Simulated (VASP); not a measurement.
# Sn4O9 (a cell with a defect) in VASP: further runs

Sn4O9 (a cell with a defect) is run at these levels: PBE; tasks: single point.

Everything below comes from runs of VASP 6.6.1. Logs are shortened: lines on timing, memory, paths and dates and some standing lists are left out, and cuts for length are marked.

## 1. The cell of the first run

The cell holds a defect, 13 atoms: a = 5.812 Å, b = 5.812 Å, c = 5.814 Å, α = 108.08°, β = 108.08°, γ = 112.28°.

## 2. Single point, PBE

INCAR

```
PREC = Accurate
ENCUT = 1000
EDIFF = 1E-6
ISMEAR = 0
SIGMA = 0.02
LREAL = False
LASPH = True
NELM = 120
ALGO = Normal
ISIF = 2
LWAVE = False
LCHARG = True
GGA = PE
LELF = True
LVHAR = True
NBANDS = 67
GGA_COMPAT = False
```

KPOINTS

```
Automatic mesh
0
Gamma
  3 3 3
```

POSCAR

```
Sn4O9
1.0
   -4.8265176369      0.0000000000      3.2381666580
    4.8265176369      0.0000000000      3.2381666580
    0.0000000000      4.8283676022     -3.2381666580
Sn O
4 9
Direct
    0.2532508484      0.7605130578      0.5006068715
    0.7463014791      0.2471420061      0.5068783493
   -0.0002201051     -0.0112249338     -0.0112149705
    0.4996790315      0.5017944283      0.0016947757
   -0.0578091403      0.3448668978      0.1956829052
    0.4997900397      0.8065424669      0.3065207793
    0.9387318878      0.7437830508      0.1767916344
    0.4432100436      0.2475352173      0.1956524602
    0.5563214419      0.7524815042      0.8041958111
    0.0606492333      0.2380000822      0.8049848976
    0.9997428810      0.6836275957      0.6835732637
    0.4997031132      0.1955241771      0.6953631696
    0.0576085547      0.2530492577      0.4025517856
```

Potentials or basis: VASP PAW PBE potentials, release 64 (Sn_d, O_h).

Run with:

```bash
cat potpaw_PBE.64/Sn_d/POTCAR potpaw_PBE.64/O_h/POTCAR > POTCAR
mpirun -np 1 vasp_std > vasp.out
```

OUTCAR:

```text
PREC = Accurate
   ENCUT = 1000
   EDIFF = 1E-6
   ISMEAR = 0
   LREAL = False
   LASPH = True
   NELM = 120
   ISIF = 2
   GGA = PE

 ion  position               nearest neighbor table
   1  0.253  0.761  0.501-  12 2.05  11 2.07   5 2.07   6 2.07   9 2.10   7 2.12  13 2.52   2 3.15
                             2 3.32   3 3.70   3 3.74   4 3.75
   2  0.746  0.247  0.507-  12 2.05  11 2.07  13 2.07   6 2.07   8 2.10  10 2.12   5 2.51   1 3.15
                             1 3.32   3 3.70   3 3.74   4 3.75
   3  1.000  0.989  0.989-   7 2.04  10 2.04  11 2.08   8 2.09   9 2.09  13 2.25   5 2.25   4 3.24
                             4 3.24   1 3.70   2 3.70   1 3.74   2 3.74
   4  0.500  0.502  0.002-  10 2.07   7 2.07   6 2.08  12 2.09   9 2.11   8 2.11   3 3.24   3 3.24
                             1 3.75   2 3.75
   5  0.942  0.345  0.196-   1 2.07   3 2.25   2 2.51
   6  0.500  0.807  0.307-   2 2.07   1 2.07   4 2.08
   7  0.939  0.744  0.177-   3 2.04   4 2.07   1 2.12
   8  0.443  0.248  0.196-   3 2.09   2 2.10   4 2.11
   9  0.556  0.752  0.804-   3 2.09   1 2.10   4 2.11
  10  0.061  0.238  0.805-   3 2.04   4 2.07   2 2.12
  11  1.000  0.684  0.684-   2 2.07   1 2.07   3 2.08
  12  0.500  0.196  0.695-   1 2.05   2 2.05   4 2.09
  13  0.058  0.253  0.403-   2 2.07   3 2.25   1 2.52

  LATTYP: Found a face centered orthorhombic cell.
 ALAT       =     6.4763333160
 B/A-ratio  =     1.4905093365
 C/A-ratio  =     1.4910806367

  Lattice vectors:

 A1 = (   4.8265176369,   4.8283676022,   0.0000000000)
 A2 = (   0.0000000000,   4.8283676022,   3.2381666580)
 A3 = (   4.8265176369,   0.0000000000,   3.2381666580)

Analysis of symmetry for initial positions (statically):
=====================================================================
 Subroutine PRICEL returns:
 Original cell was already a primitive cell.

 Routine SETGRP: Setting up the symmetry group for a
 face centered orthorhombic supercell.

 Subroutine GETGRP returns: Found  1 space group operations
 (whereof  1 operations were pure point group operations)
 out of a pool of  8 trial point group operations.

The static configuration has the point symmetry C_1 .

Analysis of symmetry for dynamics (positions and initial velocities):
=====================================================================
 Subroutine PRICEL returns:
 Original cell was already a primitive cell.

 Routine SETGRP: Setting up the symmetry group for a
 face centered orthorhombic supercell.

 Subroutine GETGRP returns: Found  1 space group operations
 (whereof  1 operations were pure point group operations)
 out of a pool of  8 trial point group operations.

The dynamic configuration has the point symmetry C_1 .

 Subroutine INISYM returns: Found  1 space group operations
 (whereof  1 operations are pure point group operations),
 and found     1 'primitive' translations

----------------------------------------------------------------------------------------

                                     Primitive cell

  volume of cell :     150.9258

  direct lattice vectors                    reciprocal lattice vectors
    -4.826517637  0.000000000  3.238166658    -0.103594359  0.103554667  0.154408359
     4.826517637  0.000000000  3.238166658     0.103594359  0.103554667  0.154408359
     0.000000000  4.828367602 -3.238166658     0.000000000  0.207109334  0.000000000

  length of vectors
     5.812142101  5.812142101  5.813678440     0.212831627  0.212831627  0.207109334

  position of ions in fractional coordinates (direct lattice)
     0.253250848  0.760513058  0.500606871
     0.746301479  0.247142006  0.506878349
     0.999779895  0.988775066  0.988785030
     0.499679032  0.501794428  0.001694776
     0.942190860  0.344866898  0.195682905
     0.499790040  0.806542467  0.306520779
     0.938731888  0.743783051  0.176791634
     0.443210044  0.247535217  0.195652460
     0.556321442  0.752481504  0.804195811
     0.060649233  0.238000082  0.804984898
     0.999742881  0.683627596  0.683573264
     0.499703113  0.195524177  0.695363170
     0.057608555  0.253049258  0.402551786

  ion indices of the primitive-cell ions
   primitive index   ion index
[... 26 lines left out ...]
     0.034531453  0.034518222  0.051469453     0.000000000  0.333333333 -0.000000000
     0.000000000  0.069036445  0.000000000     0.000000000  0.000000000  0.333333333

  Length of vectors
     0.070943876  0.070943876  0.069036445

  Shift w.r.t. Gamma in fractional coordinates (k-lattice)
     0.000000000  0.000000000  0.000000000

 Subroutine IBZKPT returns following result:
 ===========================================

 Found     14 irreducible k-points:

 Following reciprocal coordinates:
            Coordinates               Weight
  0.000000  0.000000  0.000000      1.000000
  0.333333  0.000000 -0.000000      2.000000
  0.000000  0.333333 -0.333333      2.000000
 -0.000000 -0.333333  0.000000      2.000000
 -0.333333 -0.000000  0.333333      2.000000
  0.333333  0.333333 -0.000000      2.000000
  0.333333  0.333333  0.333333      2.000000
 -0.333333  0.333333  0.000000      2.000000
  0.000000  0.000000  0.333333      2.000000
  0.333333  0.000000  0.333333      2.000000
  0.000000  0.333333  0.333333      2.000000
 -0.333333  0.333333  0.333333      2.000000
 -0.333333  0.333333 -0.333333      2.000000
 -0.333333 -0.333333  0.333333      2.000000
   k-points           NKPTS =     14   k-points in BZ     NKDIM =     14   number of bands    NBANDS=     67
   number of dos      NEDOS =    301   number of ions     NIONS =     13
   total plane-waves  NPLWV = 216000
   dimension x,y,z NGX =    60 NGY =   60 NGZ =   60
   dimension x,y,z NGXF=   120 NGYF=  120 NGZF=  120
   ions per type =               4   9
   NGX,Y,Z   is equivalent  to a cutoff of  17.16, 17.16, 17.16 a.u.
   NGXF,Y,Z  is equivalent  to a cutoff of  34.32, 34.32, 34.31 a.u.
 SYSTEM =  unknown system
   PREC   = accura    normal or accurate (medium, high low for compatibility)
   ISTART =      0    job   : 0-new  1-cont  2-samecut
   ICHARG =      2    charge: 1-file 2-atom 10-const
   ISPIN  =      1    spin polarized calculation?
   LNONCOLLINEAR =      F non collinear calculations
   LSORBIT =      F    spin-orbit coupling
   LASPH  =      T    aspherical Exc in radial PAW
   ENCUT  = 1000.0 eV  73.50 Ry    8.57 a.u.  14.99 14.99 14.99*2*pi/ulx,y,z
   NELM   =    120;   NELMIN=  2; NELMDL= -5     # of ELM steps
   EDIFF  = 0.1E-05   stopping-criterion for ELM
   LREAL  =      F    real-space projection
   EDIFFG = 0.1E-04   stopping-criterion for IOM
   NSW    =      0    number of steps for IOM
   IBRION =     -1    ionic relax: 0-MD 1-quasi-New 2-CG
   NFREE  =      0    steps in history (QN), initial steepest desc. (CG)
   ISIF   =      2    stress and relaxation
   ISYM   =      2    0-nonsym 1-usesym 2-fastsym
   POTIM  = 0.5000    time-step for ionic-motion
   TEBEG  =    0.0;   TEEND  =   0.0 temperature during run
   PSTRESS=    0.0 pullay stress
   NELECT =     110.0000    total number of electrons
   NUPDOWN=      -1.0000    fix difference up-down
   EMIN   =  10.00;   EMAX   =-10.00  energy-range for DOS
   EFERMI =   0.00;   METHOD = LEGACY
   ISMEAR =     0;   SIGMA  =   0.02  broadening in eV -4-tet -1-fermi 0-gaus
   EFERMI_NEDOS =   21; number of points for ismear=-14 and -15
   IALGO  =     38    algorithm
   IMIX   =      4    mixing-type and parameters
     AMIX     =   0.40;   BMIX     =  1.00
     AMIX_MAG =   1.60;   BMIX_MAG =  1.00
  volume/ion in A,a.u.               =      11.61        78.35
  Fermi-wavevector in a.u.,A,eV,Ry     =   1.473278  2.784091 29.532083  2.170547
  Thomas-Fermi vector in A             =   2.588190
   LORBIT       =      0    0 simple, 1 ext, 2 COOP (PROOUT), +10 PAW based schemes
   GGA     = PE    functional components
   LHFCALC =     F    Hartree Fock is set to
   AEXX    =    0.0000 exact exchange contribution
   IVDW    =     0    specifies the selected vdW correction
   LEPSILON=     F    determine dielectric tensor
   LRPA    =     F    only Hartree local field effects (RPA)
 non-spin polarized calculation
 Gauss-broadening in eV      SIGMA  =   0.02
  energy-cutoff  :     1000.00
  volume of cell :      150.93
 maximum number of plane-waves:     10893
   NGX = 29   NGY = 29   NGZ = 29

 number of electron     110.0000001 magnetization

 Free energy of the ion-electron system (eV)
  ---------------------------------------------------
  ext. energy  EPLUGINS =         0.00000000
  ---------------------------------------------------
  free energy    TOTEN  =       -76.77278900 eV

  energy without entropy =      -76.77278900  energy(sigma->0) =      -76.77278900

 E-fermi :   6.8355     XC(G=0): -11.3131

 val. band max:        6.7386034409   @ k =  -0.3333   0.3333   0.3333
 cond. band min:       7.3643436003   @ k =   0.0000   0.0000   0.0000
 fundamental gap:      0.6257401594
 Fermi energy:         6.8354649913

 k-point     1 :       0.0000    0.0000    0.0000
  band No.  band energies     occupation
      1     -15.2779      2.00000
      2     -14.6232      2.00000
      3     -14.3755      2.00000
      4     -14.1804      2.00000
      5     -13.9923      2.00000
      6     -13.9792      2.00000
[... 969 lines left out ...]
     66      16.6314      0.00000
     67      16.8445      0.00000

------------------------ aborting loop because EDIFF is reached ----------------------------------------

  FORCE on cell =-STRESS in cart. coord.  units (eV):
  Direction    XX          YY          ZZ          XY          YZ          ZX
  --------------------------------------------------------------------------------------
  -------------------------------------------------------------------------------------
  Total        7.2148281      7.1944692     10.1836521      2.8145583     -2.6240347      2.6328204
  in kB       76.5901912     76.3740678    108.1062291     29.8784057    -27.8558711     27.9491369
  external PRESSURE =      87.0234960 kB  Pullay stress =       0.0000000 kB

 VOLUME and BASIS-vectors are now :
 -----------------------------------------------------------------------------
  energy-cutoff  :     1000.00
  volume of cell :      150.93
      direct lattice vectors                 reciprocal lattice vectors
    -4.826517637  0.000000000  3.238166658    -0.103594359  0.103554667  0.154408359
     4.826517637  0.000000000  3.238166658     0.103594359  0.103554667  0.154408359
     0.000000000  4.828367602 -3.238166658     0.000000000  0.207109334  0.000000000

 POSITION                                       TOTAL-FORCE (eV/Angst)
 -----------------------------------------------------------------------------------
      2.44831      2.41711      1.66169         0.064557      0.065022      0.070662
     -2.40920      2.44740      1.57558         0.064945      0.064375     -0.070088
     -0.05311      4.77422      3.23742        -0.000294     -0.000991      0.000068
      0.01021      0.00818      3.23745         0.044720      0.045677      0.000149
     -2.88299      0.94483      3.53405        -0.127612      0.039919      0.397341
      1.48055      1.48000      3.23756         0.007339      0.007794     -0.000177
     -0.94092      0.85361      4.87578        -0.060627     -0.093901     -0.011705
     -0.94443      0.94468      1.60319        -0.044558      0.057811      0.021662
      0.94677      3.88295      1.63400         0.056524     -0.045339     -0.022637
      0.85599      3.88676     -1.63960        -0.094996     -0.060170      0.011992
     -1.52574      3.30054      3.23751        -0.008617     -0.009652      0.000034
     -1.46812      3.35747     -0.00044         0.055011      0.056055      0.000063
      0.94330      1.94367     -0.29757         0.043608     -0.126599     -0.397365
 -----------------------------------------------------------------------------------
    total drift:                                0.001853      0.001277      0.000061

  FREE ENERGIE OF THE ION-ELECTRON SYSTEM (eV)
  ---------------------------------------------------
  free  energy   TOTEN  =       -76.7727889951 eV

  energy  without entropy=      -76.7727889951  energy(sigma->0) =      -76.77278900
```

It took 7.3 min on 1 thread of Intel Xeon Platinum 8259CL at 2.50GHz (Skylake/Cascade Lake), shared host; peak memory 0.64 GiB.

What came out:

```
Free energy            : -76.7728 eV
Pressure               : 8.7 GPa
Largest force          : 0.419 eV/Å
Band gap on the k mesh : 0.63 eV
```

Forces in eV/Å, atoms in the order of the input:
```
Sn   0.065  0.065  0.071
Sn   0.065  0.064 -0.070
Sn   0.000 -0.001  0.000
Sn   0.045  0.046  0.000
O   -0.128  0.040  0.397
O    0.007  0.008  0.000
O   -0.061 -0.094 -0.012
O   -0.045  0.058  0.022
O    0.057 -0.045 -0.023
O   -0.095 -0.060  0.012
O   -0.009 -0.010  0.000
O    0.055  0.056  0.000
O    0.044 -0.127 -0.397
```

Levels at points of the mesh, in eV from the valence-band top:
| k point | band 52 | band 53 | band 54 | band 55 | band 56 | band 57 | band 58 | band 59 |
| --- | --- | --- | --- | --- | --- | --- | --- | --- |
| (0.00, 0.00, 0.00) | -1.02 | -0.89 | -0.69 | -0.49 | 0.63 | 4.09 | 4.14 | 4.31 |

Caveat: the k points lie up to 0.45 Å⁻¹ apart; spin-orbit coupling is left out, which moves the levels of the heavy elements.

## 3. Single point, PBE

INCAR

```
ALGO = Normal
EDIFF = 1E-6
ENCUT = 1000
GGA = PE
GGA_COMPAT = F
ISIF = 2
ISMEAR = 0
LASPH = T
LCHARG = F
LREAL = F
LWAVE = F
NBANDS = 67
NELM = 120
PREC = Accurate
SIGMA = 0.02
```

KPOINTS

```
k-points
0
Gamma
  3 3 3
```

POSCAR

```
Sn4O9
1.0
   -4.8265176369      0.0000000000      3.2381666580
    4.8265176369      0.0000000000      3.2381666580
    0.0000000000      4.8283676022     -3.2381666580
Sn O
4 9
Direct
    0.2511401163      0.7534252383      0.4976062715
    0.7484990839      0.2463583725      0.5018930205
   -0.0001506897     -0.0100319340     -0.0100597146
    0.4996992102      0.4988362692     -0.0013522168
   -0.0871815962      0.3255787312      0.1903749001
    0.4998476948      0.8051002829      0.3050318703
    0.9406915394      0.7491942592      0.1836334913
    0.4399826106      0.2462632315      0.1926470966
    0.5596617896      0.7529183092      0.8061892384
    0.0587249997      0.2430106621      0.8084699264
    0.9998091454      0.6838378562      0.6837515848
    0.4996981689      0.1927723247      0.6925257717
    0.0872094810      0.2770430357      0.4125709068
```

Potentials or basis: VASP PAW PBE potentials, release 64 (Sn_d, O_h).

Run with:

```bash
cat potpaw_PBE.64/Sn_d/POTCAR potpaw_PBE.64/O_h/POTCAR > POTCAR
mpirun -np 1 vasp_std > vasp.out
```

Run time: 8 min. Hardware: 1 thread of Intel Xeon Platinum 8488C (Sapphire Rapids), shared host; peak memory 0.62 GiB.

The run converged. Its results:

- Free energy: -76.5828 eV
- Pressure: 7.3 GPa
- Largest force: 0.600 eV/Å
- Band gap on the k mesh: 0.34 eV

Forces in eV/Å, atoms in the order of the input:
```
Sn   0.067  0.012  0.056
Sn   0.010  0.066 -0.053
Sn   0.002  0.002  0.000
Sn   0.018  0.019  0.000
O   -0.030  0.000  0.598
O   -0.008 -0.008  0.000
O   -0.014 -0.092 -0.020
O   -0.063  0.091  0.020
O    0.090 -0.064 -0.021
O   -0.091 -0.013  0.020
O   -0.003 -0.004  0.000
O    0.021  0.021  0.000
O    0.002 -0.031 -0.599
```

Stress tensor (GPa, compression positive):
```
 6.98  2.44  1.99
 2.44  6.95 -1.98
 1.99 -1.98  8.09
```

Levels at points of the mesh, in eV from the valence-band top:
```csv
k point,band 52,band 53,band 54,band 55,band 56,band 57,band 58,band 59
"(0.00, 0.00, 0.00)",-1.09,-1.09,-0.75,-0.61,0.34,3.78,3.82,4.01
```

Caveat: the k points lie up to 0.45 Å⁻¹ apart; spin-orbit coupling is left out, which moves the levels of the heavy elements.

## 4. Single point, PBE

INCAR

```
PREC     = Accurate       # precision mode
ENCUT    = 1000           # plane-wave cutoff, eV
EDIFF    = 1E-6           # SCF threshold, eV
ISMEAR   = 0              # smearing method
SIGMA    = 0.02           # smearing width, eV
LREAL    = False          # projectors in reciprocal space
LASPH    = True           # aspherical terms in the spheres
NELM     = 120            # most SCF steps
ALGO     = Normal         # electronic algorithm
ISIF     = 2              # what is computed and relaxed
LWAVE    = False          # write WAVECAR
LCHARG   = True           # write CHGCAR
GGA      = PE             # functional
LELF     = True           # ELF
LVHAR    = True         
NBANDS   = 67             # bands
GGA_COMPAT= False
```

KPOINTS

```
regular mesh
0
Gamma
  3 3 3
```

POSCAR

```
Sn4O9
1.0
   -4.8265176369      0.0000000000      3.2381666580
    4.8265176369      0.0000000000      3.2381666580
    0.0000000000      4.8283676022     -3.2381666580
Sn O
4 9
Direct
    0.2630014977      0.7695530498      0.5131523124
    0.7370645787      0.2504636426      0.5062580568
    0.0000677740     -0.0121397853     -0.0123354320
    0.4999398359      0.5077353114      0.0075857936
   -0.1556465169      0.2314190945      0.2011901496
    0.4997213165      0.8105868541      0.3100971432
    0.9483920796      0.7521186851      0.1981100195
    0.4327476285      0.2297310700      0.1681872771
    0.5673492919      0.7360272210      0.7970273428
    0.0514833402      0.2496189469      0.8032259181
    1.0001478801      0.6835320268      0.6833475145
    0.4999774284      0.2011352593      0.7007763863
    0.1560727915      0.3572128417      0.3866590438
```

Run with:

```bash
cat potpaw_PBE.64/Sn_d/POTCAR potpaw_PBE.64/O_h/POTCAR > POTCAR
mpirun -np 1 vasp_std > vasp.out
```

It took 11 min on 1 thread of Intel Xeon Platinum 8375C at 2.90GHz (Ice Lake), shared host; peak memory 0.63 GiB.

The run converged. Its results:

```yaml
Free_energy: -76.8459 eV
Pressure: 10.0 GPa
Largest_force: 0.042 eV/Å
Band_gap_on_the_k_mesh: 0.69 eV
```

Forces in eV/Å, atoms in the order of the input:
```
Sn   0.012  0.002  0.010
Sn  -0.003  0.013 -0.014
Sn   0.009  0.005 -0.008
Sn   0.013  0.002  0.013
O    0.014 -0.038  0.007
O   -0.016 -0.010  0.003
O   -0.009  0.007 -0.002
O   -0.018  0.011  0.004
O    0.007 -0.018 -0.005
O    0.010 -0.010  0.005
O    0.005  0.003 -0.004
O    0.013  0.015  0.003
O   -0.037  0.016 -0.012
```

Stress tensor (GPa, compression positive):
```
 8.54  3.65 -3.07
 3.65  8.51  3.07
-3.07  3.07 12.91
```

Levels at points of the mesh, in eV from the valence-band top:
```tsv
k point	band 53	band 54	band 55	band 56	band 57	band 58
(0.00, 0.00, 0.00)	-0.86	-0.55	-0.52	0.69	4.09	4.21
```

Caveat: the k points lie up to 0.45 Å⁻¹ apart; spin-orbit coupling is left out, which moves the levels of the heavy elements.

[end of part 1 of 2]
